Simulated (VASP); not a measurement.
Input of a VASP 6.6.1 run:

Contents of INCAR:

```
SYSTEM = InP
PREC = Accurate
ENCUT = 520
EDIFF = 1E-8
ISMEAR = -1
SIGMA = 0.03
LREAL = .False.
LASPH = .True.
NELM = 100
ALGO = Normal
ISIF = 2
LWAVE = .False.
LCHARG = .False.
GGA = PS
LEFG = .True.
NBANDS = 16
```

KPOINTS

```
Automatic mesh
0
Gamma
  11 11 11
  0 0 0
```

Contents of POSCAR:

```
InP
1.0
    0.0000000000      2.8739078358      2.8739078358
    2.8739078358      0.0000000000      2.8739078358
    2.8739078358      2.8739078358      0.0000000000
In P
1 1
Direct
    0.0000000000      0.0000000000      0.0000000000
    0.5000000000      0.5000000000      0.5000000000
```

Potentials or basis: VASP PAW PBE potentials, release 64 (In_d, P).

Run with:

```sh
$ cat potpaw_PBE.64/In_d/POTCAR potpaw_PBE.64/P/POTCAR > POTCAR
$ mpirun -np 1 vasp_std > vasp.out
```

Q: What does it give for the pressure?

A: -9.0 GPa.

Q: What does it give for the band gap on the k mesh?

A: Zero (band 9 reaches 5.92 eV, above the bottom of band 10 at 3.66 eV).

Caveat: without QUAD_EFG the Cq values of the log hold for a quadrupole moment of 1 mb, not for the nuclei; the PAW data sets were made with another functional, which shifts forces and pressure a little; spin-orbit coupling is left out, which moves the levels of the heavy elements.
